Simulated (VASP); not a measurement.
# Ru (P6_3/mmc) in VASP: single point with r2SCAN

Aim: the single point of Ru with r2SCAN.

Program: VASP 6.6.1. These are calculated values, not measurements. Logs are shortened: lines on timing, memory, paths and dates and some standing lists are left out, and cuts for length are marked.

### Step 1. The cell of the first run

Symmetry: P6_3/mmc, No. 194, hexagonal system. The conventional cell has a = 2.723 Å, b = 2.723 Å, c = 4.287 Å, α = 90.00°, β = 90.00°, γ = 120.00°. Ru (site symmetry -6m2) has 12 Ru at 2.66 to 2.72 Å within 3.5 Å.

### Step 2. Single point, r2SCAN

POSCAR reads:

```
Ru
1.0
    5.4453429807      0.0000000581      0.0000000000
   -2.7226715406      4.7158053245      0.0000000000
    0.0000000000      0.0000000000      8.5740128134
Ru
16
Direct
    0.1666666666      0.3333333334      0.1250000000
    0.3333333334      0.1666666666      0.3750000000
    0.1666666666      0.3333333334      0.6250000000
    0.3333333334      0.1666666666      0.8750000000
    0.1666666666      0.8333333333      0.1250000000
    0.3333333334      0.6666666666      0.3750000000
    0.1666666666      0.8333333333      0.6250000000
    0.3333333334      0.6666666666      0.8750000000
    0.6666666666      0.3333333334      0.1250000000
    0.8333333333      0.1666666666      0.3750000000
    0.6666666666      0.3333333334      0.6250000000
    0.8333333333      0.1666666666      0.8750000000
    0.6666666666      0.8333333333      0.1250000000
    0.8333333333      0.6666666666      0.3750000000
    0.6666666666      0.8333333333      0.6250000000
    0.8333333333      0.6666666666      0.8750000000
```

INCAR.step1 reads:

```
  ALGO = Normal
  EDIFF = 1E-5
  ENCUT = 550
  GGA = PE
  GGA_COMPAT = False
  ISMEAR = 1
  LASPH = True
  LCHARG = False
  LREAL = False
  LWAVE = True
  NBANDS = 126
  NELM = 120
  PREC = Accurate
  SIGMA = 0.1
```

INCAR.step2 reads:

```
  ALGO = Normal
  EDIFF = 1E-6
  ENCUT = 550
  GGA_COMPAT = False
  ISIF = 2
  ISMEAR = 1
  ISTART = 1
  LASPH = True
  LCHARG = False
  LMIXTAU = True
  LREAL = False
  LWAVE = False
  METAGGA = R2SCAN
  NBANDS = 126
  NELM = 120
  PREC = Accurate
  SIGMA = 0.1
```

KPOINTS reads:

```
k-points
0
Gamma
  4 4 2
```

Potentials or basis: VASP PAW PBE potentials, release 64 (Ru_pv).

The run is started by

```console
$ cat potpaw_PBE.64/Ru_pv/POTCAR > POTCAR
$ cp INCAR.step1 INCAR
$ mpirun -np 1 vasp_std > vasp.out
$ cp INCAR.step2 INCAR
$ mpirun -np 1 vasp_std > vasp.out
```

OUTCAR:

```text
EDIFF = 1E-6
   ENCUT = 550
   ISIF = 2
   ISMEAR = 1
   ISTART = 1
   LASPH = True
   LREAL = False
   METAGGA = R2SCAN
   NELM = 120
   PREC = Accurate

 ion  position               nearest neighbor table
   1  0.167  0.333  0.125-   6 2.66   8 2.66  10 2.66  12 2.66   2 2.66   4 2.66   5 2.72  13 2.72
                             9 2.72   9 2.72  13 2.72   5 2.72
   2  0.333  0.167  0.375-   9 2.66  11 2.66   5 2.66   7 2.66   1 2.66   3 2.66  10 2.72  14 2.72
                             6 2.72   6 2.72  14 2.72  10 2.72
   3  0.167  0.333  0.625-   6 2.66   8 2.66  10 2.66  12 2.66   2 2.66   4 2.66   7 2.72  15 2.72
                            11 2.72  11 2.72  15 2.72   7 2.72
   4  0.333  0.167  0.875-   9 2.66  11 2.66   5 2.66   7 2.66   1 2.66   3 2.66  12 2.72  16 2.72
                             8 2.72   8 2.72  16 2.72  12 2.72
   5  0.167  0.833  0.125-   2 2.66   4 2.66  14 2.66  16 2.66   6 2.66   8 2.66   1 2.72   9 2.72
                            13 2.72  13 2.72   9 2.72   1 2.72
   6  0.333  0.667  0.375-   1 2.66   3 2.66  13 2.66  15 2.66   5 2.66   7 2.66  14 2.72  10 2.72
                             2 2.72   2 2.72  10 2.72  14 2.72
   7  0.167  0.833  0.625-   2 2.66   4 2.66  14 2.66  16 2.66   6 2.66   8 2.66   3 2.72  11 2.72
                            15 2.72  15 2.72  11 2.72   3 2.72
   8  0.333  0.667  0.875-   1 2.66   3 2.66  13 2.66  15 2.66   5 2.66   7 2.66  16 2.72  12 2.72
                             4 2.72   4 2.72  12 2.72  16 2.72
   9  0.667  0.333  0.125-  14 2.66  16 2.66   2 2.66   4 2.66  10 2.66  12 2.66  13 2.72   5 2.72
                             1 2.72   1 2.72   5 2.72  13 2.72
  10  0.833  0.167  0.375-  13 2.66  15 2.66   1 2.66   3 2.66   9 2.66  11 2.66   2 2.72   6 2.72
                            14 2.72  14 2.72   6 2.72   2 2.72
  11  0.667  0.333  0.625-  14 2.66  16 2.66   2 2.66   4 2.66  10 2.66  12 2.66  15 2.72   7 2.72
                             3 2.72   3 2.72   7 2.72  15 2.72
[... 15 lines left out ...]
  Lattice vectors:

 A1 = (   5.4453429807,   0.0000000581,   0.0000000000)
 A2 = (  -2.7226715406,   4.7158053245,   0.0000000000)
 A3 = (   0.0000000000,   0.0000000000,   8.5740128134)

Analysis of symmetry for initial positions (statically):
=====================================================================
 Subroutine PRICEL returns following result:

  LATTYP: Found a hexagonal cell.
 ALAT       =     2.7226714909
 C/A-ratio  =     1.5745588188

  Lattice vectors:

 A1 = (   2.7226714909,   0.0000000291,   0.0000000000)
 A2 = (  -1.3613357703,   2.3579026622,   0.0000000000)
 A3 = (   0.0000000000,   0.0000000000,   4.2870064067)

   8 primitive cells build up your supercell.

 Routine SETGRP: Setting up the symmetry group for a
 hexagonal supercell.

 Subroutine GETGRP returns: Found 24 space group operations
 (whereof 12 operations were pure point group operations)
 out of a pool of 24 trial point group operations.

The static configuration has the point symmetry D_3d.
 The point group associated with its full space group is D_6h.

Analysis of symmetry for dynamics (positions and initial velocities):
=====================================================================
 Subroutine PRICEL returns following result:

  LATTYP: Found a hexagonal cell.
 ALAT       =     2.7226714909
 C/A-ratio  =     1.5745588188

  Lattice vectors:

 A1 = (   2.7226714909,   0.0000000291,   0.0000000000)
 A2 = (  -1.3613357703,   2.3579026622,   0.0000000000)
 A3 = (   0.0000000000,   0.0000000000,   4.2870064067)

   8 primitive cells build up your supercell.

 Routine SETGRP: Setting up the symmetry group for a
 hexagonal supercell.

 Subroutine GETGRP returns: Found 24 space group operations
 (whereof 12 operations were pure point group operations)
 out of a pool of 24 trial point group operations.

The dynamic configuration has the point symmetry D_3d.
 The point group associated with its full space group is D_6h.

 Subroutine INISYM returns: Found 24 space group operations
 (whereof 12 operations are pure point group operations),
 and found     8 'primitive' translations

----------------------------------------------------------------------------------------

                                     Primitive cell

  volume of cell :      27.5217

  direct lattice vectors                    reciprocal lattice vectors
     2.722671491  0.000000029  0.000000000     0.367286321  0.212052861  0.000000000
    -1.361335770  2.357902662  0.000000000    -0.000000005  0.424105715  0.000000000
     0.000000000  0.000000000  4.287006407     0.000000000  0.000000000  0.233263006

  length of vectors
     2.722671491  2.722671490  4.287006407     0.424105715  0.424105715  0.233263006

  position of ions in fractional coordinates (direct lattice)
     0.333333333  0.666666667  0.250000000
     0.666666667  0.333333333  0.750000000

  ion indices of the primitive-cell ions
   primitive index   ion index
                 1           1
                 2           2

----------------------------------------------------------------------------------------

 KPOINTS: k-points

Automatic generation of k-mesh.
 Grid dimensions read from file:
 generate k-points for:    4    4    2

 Generating k-lattice:

  Cartesian coordinates                     Fractional coordinates (reciprocal lattice)
     0.045910790  0.026506608  0.000000000     0.250000000  0.000000000  0.000000000
    -0.000000001  0.053013214  0.000000000     0.000000000  0.250000000  0.000000000
     0.000000000  0.000000000  0.058315751     0.000000000  0.000000000  0.500000000

  Length of vectors
     0.053013214  0.053013214  0.058315751

  Shift w.r.t. Gamma in fractional coordinates (k-lattice)
     0.000000000  0.000000000  0.000000000

 Subroutine IBZKPT returns following result:
 ===========================================

 Found      8 irreducible k-points:

 Following reciprocal coordinates:
            Coordinates               Weight
  0.000000  0.000000  0.000000      1.000000
  0.250000  0.000000  0.000000      6.000000
  0.500000  0.000000  0.000000      3.000000
  0.250000  0.250000  0.000000      6.000000
  0.000000  0.000000  0.500000      1.000000
  0.250000  0.000000  0.500000      6.000000
  0.500000  0.000000  0.500000      3.000000
  0.250000  0.250000  0.500000      6.000000
   k-points           NKPTS =      8   k-points in BZ     NKDIM =      8   number of bands    NBANDS=    126
   number of dos      NEDOS =    301   number of ions     NIONS =     16
   total plane-waves  NPLWV = 123480
   dimension x,y,z NGX =    42 NGY =   42 NGZ =   70
   dimension x,y,z NGXF=    84 NGYF=   84 NGZF=  140
   ions per type =              16
   NGX,Y,Z   is equivalent  to a cutoff of  12.82, 12.82, 13.57 a.u.
   NGXF,Y,Z  is equivalent  to a cutoff of  25.65, 25.65, 27.15 a.u.
 SYSTEM =  unknown system
   PREC   = accura    normal or accurate (medium, high low for compatibility)
   ISTART =      1    job   : 0-new  1-cont  2-samecut
   ICHARG =      0    charge: 1-file 2-atom 10-const
   ISPIN  =      1    spin polarized calculation?
   LNONCOLLINEAR =      F non collinear calculations
   LSORBIT =      F    spin-orbit coupling
   LASPH  =      T    aspherical Exc in radial PAW
   ENCUT  =  550.0 eV  40.42 Ry    6.36 a.u.  10.41 10.41 16.40*2*pi/ulx,y,z
   NELM   =    120;   NELMIN=  2; NELMDL=  0     # of ELM steps
   EDIFF  = 0.1E-05   stopping-criterion for ELM
   LREAL  =      F    real-space projection
   EDIFFG = 0.1E-04   stopping-criterion for IOM
   NSW    =      0    number of steps for IOM
   IBRION =     -1    ionic relax: 0-MD 1-quasi-New 2-CG
   NFREE  =      0    steps in history (QN), initial steepest desc. (CG)
   ISIF   =      2    stress and relaxation
   ISYM   =      2    0-nonsym 1-usesym 2-fastsym
   POTIM  = 0.5000    time-step for ionic-motion
   TEBEG  =    0.0;   TEEND  =   0.0 temperature during run
   PSTRESS=    0.0 pullay stress
   NELECT =     224.0000    total number of electrons
   NUPDOWN=      -1.0000    fix difference up-down
   EMIN   =  10.00;   EMAX   =-10.00  energy-range for DOS
   EFERMI =   0.00;   METHOD = LEGACY
   ISMEAR =     1;   SIGMA  =   0.10  broadening in eV -4-tet -1-fermi 0-gaus
   EFERMI_NEDOS =   21; number of points for ismear=-14 and -15
   IALGO  =     38    algorithm
   IMIX   =      4    mixing-type and parameters
     AMIX     =   0.40;   BMIX     =  1.00
     AMIX_MAG =   1.60;   BMIX_MAG =  1.00
  volume/ion in A,a.u.               =      13.76        92.86
  Fermi-wavevector in a.u.,A,eV,Ry     =   1.646528  3.111487 36.886130  2.711054
  Thomas-Fermi vector in A             =   2.736141
   LORBIT       =      0    0 simple, 1 ext, 2 COOP (PROOUT), +10 PAW based schemes
   METAGGA = R2SCAN    functional components
   LHFCALC =     F    Hartree Fock is set to
   AEXX    =    0.0000 exact exchange contribution
   IVDW    =     0    specifies the selected vdW correction
   LEPSILON=     F    determine dielectric tensor
   LRPA    =     F    only Hartree local field effects (RPA)
 non-spin polarized calculation
 Methfessel and Paxton  Order N= 1 SIGMA  =   0.10
  energy-cutoff  :      550.00
  volume of cell :      220.17
 maximum number of plane-waves:      6489
 NGX is ok and might be reduce to    42
   NGX = 21   NGY = 21   NGZ = 33

 number of electron     223.9999981 magnetization

 Free energy of the ion-electron system (eV)
  ---------------------------------------------------
  ext. energy  EPLUGINS =         0.00000000
  ---------------------------------------------------
  free energy    TOTEN  =      -407.01625558 eV

  energy without entropy =     -407.01184124  energy(sigma->0) =     -407.01478413

 E-fermi :  12.4339     XC(G=0): -15.3214

 val. band max:       12.4085055084   @ k =   0.5000   0.0000   0.5000
 cond. band min:      12.4889379525   @ k =   0.5000   0.0000   0.5000
 fundamental gap:      0.0804324441
 Fermi energy:        12.4338671255

 k-point     1 :       0.0000    0.0000    0.0000
  band No.  band energies     occupation
      1     -32.5966      2.00000
      2     -32.4701      2.00000
      3     -32.4701      2.00000
      4     -32.4701      2.00000
      5     -32.4701      2.00000
      6     -32.4701      2.00000
[... 1005 lines left out ...]
    123      13.3865     -0.00000
    124      13.3865     -0.00000
 [bands above 124 left out]

------------------------ aborting loop because EDIFF is reached ----------------------------------------

  FORCE on cell =-STRESS in cart. coord.  units (eV):
  Direction    XX          YY          ZZ          XY          YZ          ZX
  --------------------------------------------------------------------------------------
  -------------------------------------------------------------------------------------
  Total       -7.4755147     -7.4755147     -5.8920203     -0.0000000      0.0000000      0.0000000
  in kB      -54.3984397    -54.3984397    -42.8755372     -0.0000000      0.0000000      0.0000000
  external PRESSURE =     -50.5574722 kB  Pullay stress =       0.0000000 kB

 VOLUME and BASIS-vectors are now :
 -----------------------------------------------------------------------------
  energy-cutoff  :      550.00
  volume of cell :      220.17
      direct lattice vectors                 reciprocal lattice vectors
     5.445342981  0.000000058  0.000000000     0.183643160  0.106026431  0.000000000
    -2.722671541  4.715805324  0.000000000    -0.000000002  0.212052857  0.000000000
     0.000000000  0.000000000  8.574012813     0.000000000  0.000000000  0.116631503

 POSITION                                       TOTAL-FORCE (eV/Angst)
 -----------------------------------------------------------------------------------
     -0.00000      1.57194      1.07175        -0.000000      0.000000     -0.000000
      1.36134      0.78597      3.21525         0.000000     -0.000000      0.000000
     -0.00000      1.57194      5.35876        -0.000000      0.000000     -0.000000
      1.36134      0.78597      7.50226         0.000000      0.000000      0.000000
     -1.36134      3.92984      1.07175        -0.000000      0.000000      0.000000
     -0.00000      3.14387      3.21525         0.000000     -0.000000     -0.000000
[... 8 lines left out ...]
      1.36134      3.92984      5.35876        -0.000000      0.000000      0.000000
      2.72267      3.14387      7.50226         0.000000     -0.000000     -0.000000
 -----------------------------------------------------------------------------------
    total drift:                                0.000001      0.000002      0.000000

  FREE ENERGIE OF THE ION-ELECTRON SYSTEM (eV)
  ---------------------------------------------------
  free  energy   TOTEN  =      -407.0162555816 eV

  energy  without entropy=     -407.0118412357  energy(sigma->0) =     -407.01478413
```

Run time: 33 min. Hardware: 1 thread of Intel Xeon 8259CL, shared host; peak memory 0.46 GiB.

What came out:

* Free energy: -407.0163 eV
* Pressure: -5.1 GPa
* Band gap on the k mesh: zero (bands 112 and 113 overlap by 1.18 eV)

Caveat: the k points lie up to 0.37 Å⁻¹ apart, too coarse for converged energies and pressures of a metal; the PAW data sets were made with another functional, which shifts forces and pressure a little.
